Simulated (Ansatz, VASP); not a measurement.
One calculation of Hf2NbF, two programs

```
CELL_PARAMETERS angstrom
3.85461 0.00000 0.00000
0.00000 3.85461 0.00000
0.00000 0.00000 5.19280
ATOMIC_POSITIONS crystal
Hf 0.00000 0.00000 0.50000
Hf 0.50000 0.50000 0.00000
Nb 0.00000 0.00000 0.00000
F 0.50000 0.50000 0.50000
```

Change from the starting cell: species swapped into the LiNdS2 type (P4/mmm, No. 123).

Alike in both runs: functional PBE; k mesh 12 × 12 × 10; occupations gaussian, width 0.1 eV; no spin polarisation.

Ansatz relaxed the structure, and its values are those at the end. VASP's run is a single point on that final structure, the one shown.

|  | VASP | Ansatz |
| --- | --- | --- |
| version | VASP 6.6.1 | Ansatz 0.2.0 |
| potentials or method | VASP PAW PBE potentials, release 64 (Hf_pv, Nb_sv, F), cutoff 520 eV | scalar-relativistic, plane waves, PAW |
| valence electrons in the cell | 40 | 72 |

VASP gave:

| Property | Result |
| --- | --- |
| gap on the k mesh at the Fermi level (eV) | none |
| pressure (GPa) | -0.9 |

Q: What did Ansatz give for the same quantities?

A: gap on the k mesh at the Fermi level (eV): none; pressure (GPa): 0.0.

A gap of «none» marks a metal or a gap that the smearing closes. With one functional, cell and mesh, what is left measures potentials, basis and numerics. VASP's potentials hold 40 valence electrons a cell and Ansatz's 72, so a difference there can come from the potentials and not from the codes.

Spin-orbit coupling is off throughout.
